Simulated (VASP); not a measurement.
Here is a VASP 6.6.1 calculation.

Contents of INCAR:

```
  PREC = Accurate
  ENCUT = 470
  EDIFF = 1E-8
  ISMEAR = -1
  SIGMA = 0.08
  LREAL = F
  LASPH = T
  NELM = 120
  ALGO = Normal
  ISIF = 2
  LWAVE = F
  LCHARG = F
  LEFG = T
  NBANDS = 44
  GGA_COMPAT = F
```

File KPOINTS:

```
Automatic mesh
0
Gamma
  9 9 9
```

The input POSCAR:

```
AgPt3
1.0
    3.9780000000      0.0000000000      0.0000000000
    0.0000000000      3.9780000000      0.0000000000
    0.0000000000      0.0000000000      3.9000000000
Ag Pt
1 3
Direct
    0.0000000000      0.0000000000      0.0000000000
    0.0000000000      0.5000000000      0.5000000000
    0.5000000000      0.0000000000      0.5000000000
    0.5000000000      0.5000000000      0.0000000000
```

Potentials or basis: VASP PAW LDA potentials, release 64 (Ag_sv_GW, Pt_sv_GW).

Command:

```bash
$ cat potpaw_LDA.64/Ag_sv_GW/POTCAR potpaw_LDA.64/Pt_sv_GW/POTCAR > POTCAR
$ mpirun -np 1 vasp_std > vasp.out
```

**Question.** What does it give for the pressure?

**Answer.** -10.7 GPa.

**Question.** Predict the band gap on the k mesh.

**Answer.** Zero (an odd number of electrons rules out a gap without spin polarisation).

Electric field gradients, principal values (V/Å²):
```csv
atom,least,middle,greatest (by size)
1 Ag,0.573,0.573,-1.147
2 Pt,5.024,10.204,-15.227
3 Pt,5.024,10.204,-15.227
4 Pt,10.681,10.681,-21.362
```

Caveat: the cell differs from its parent crystal (equal xx and yy strain of +2 %); the cell stands under tension; without QUAD_EFG the Cq values of the log hold for a quadrupole moment of 1 mb, not for the nuclei; spin-orbit coupling is left out, which moves the levels of the heavy elements.
